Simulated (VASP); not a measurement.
Input of a VASP 6.6.1 run:

File INCAR:

```
PREC = Accurate ; ENCUT = 520
EDIFF = 1E-6 ; ISMEAR = -1
SIGMA = 0.01 ; LREAL = Auto
LASPH = True ; NELM = 150
ALGO = Normal ; ISIF = 2
LWAVE = False ; LCHARG = False
ISPIN = 2 ; MAGMOM = 1 0 0 0 0 0 0 0 0 0 0 0 0 0 0 0 0 0 0 0 0 0 0 0 0 0 0 0 0 0 0 0
LORBIT = 11 ; GGA = PE
NBANDS = 166 ; LUSENCCL = False
```

The input KPOINTS:

```
regular mesh
0
Gamma
  3 3 2
```

File POSCAR:

```
AlCd15S16
1.0
    8.3000000000      0.0000000000      0.0000000000
   -4.1500000000      7.1880108514      0.0000000000
    0.0000000000      0.0000000000     13.4740000000
Al Cd S
1 15 16
Direct
    0.1671841198      0.3337126069      0.0000934110
    0.1671559726      0.3336895031      0.4975176954
    0.1607715569      0.8305002013      0.0002654017
    0.1709036047      0.8355702672      0.5002973696
    0.6703750412      0.3401071952      0.0002662879
    0.6653155713      0.3299805029      0.5003107958
    0.6703678458      0.8304917167      0.0002561042
    0.6653159626      0.8355678871      0.5003052940
    0.3341470678      0.1667891171      0.2466710849
    0.3313749115      0.1694406693      0.7519716281
    0.3341249510      0.6675767552      0.2466782424
    0.3313565893      0.6621535838      0.7519609449
    0.8333379334      0.1667809605      0.2466649438
    0.8386735076      0.1694524008      0.7519800535
    0.8338702526      0.6670647309      0.2555651285
    0.8337870728      0.6670181737      0.7423029458
    0.1672071394      0.3337156331      0.1706306413
    0.1671369344      0.3336772909      0.6862285764
    0.1644965185      0.8323656564      0.1875438758
    0.1722467565      0.8362448471      0.6906613761
    0.6685652701      0.3364364308      0.1875468971
    0.6645783306      0.3285594658      0.6906720910
    0.6685404235      0.8323554550      0.1875375014
    0.6645676931      0.8362536226      0.6906692588
    0.3333155707      0.1675711384      0.4347724401
    0.3198286305      0.1810506650      0.9452619519
    0.3333113529      0.6659740360      0.4347774978
    0.3198267597      0.6390154978      0.9452526862
    0.8348881584      0.1675605342      0.4347655657
    0.8618701806      0.1810553368      0.9452715913
    0.8338399667      0.6670371448      0.4431807107
    0.8338439691      0.6670357437      0.9321200068
```

Potentials or basis: VASP PAW PBE potentials, release 64 (Al, Cd, S).

The run is started by

```console
$ cat potpaw_PBE.64/Al/POTCAR potpaw_PBE.64/Cd/POTCAR potpaw_PBE.64/S/POTCAR > POTCAR
$ mpirun -np 1 vasp_std > vasp.out
```

Task: What does it give for the net moment?

Result: 0.00 μB per cell.

Task: Predict the largest force.

Result: 0.042 eV/Å.

Forces in eV/Å, atoms in the order of the input:
```
Al  -0.001  0.000  0.000
Cd   0.001  0.000  0.005
Cd   0.007  0.005 -0.005
Cd  -0.001  0.000  0.004
Cd   0.000 -0.008 -0.005
Cd   0.000  0.001  0.003
Cd  -0.007  0.004 -0.005
Cd   0.001  0.000  0.004
Cd  -0.001  0.001  0.001
Cd   0.002 -0.001  0.009
Cd   0.000 -0.002  0.001
Cd   0.000  0.002  0.009
Cd   0.002  0.001  0.000
Cd  -0.003 -0.001  0.009
Cd   0.001  0.000  0.004
Cd   0.001  0.000 -0.003
S   -0.001 -0.001 -0.042
S   -0.001  0.000 -0.008
S   -0.001 -0.001  0.000
S    0.003  0.003  0.000
S    0.000  0.001  0.000
S    0.001 -0.004  0.000
S    0.001 -0.001  0.001
S   -0.002  0.003  0.000
S    0.001 -0.002  0.001
S   -0.028  0.015  0.004
S   -0.001  0.001  0.001
S   -0.001 -0.031  0.005
S   -0.002 -0.002  0.001
S    0.028  0.016  0.003
S    0.000  0.000  0.006
S    0.000  0.001 -0.002
```
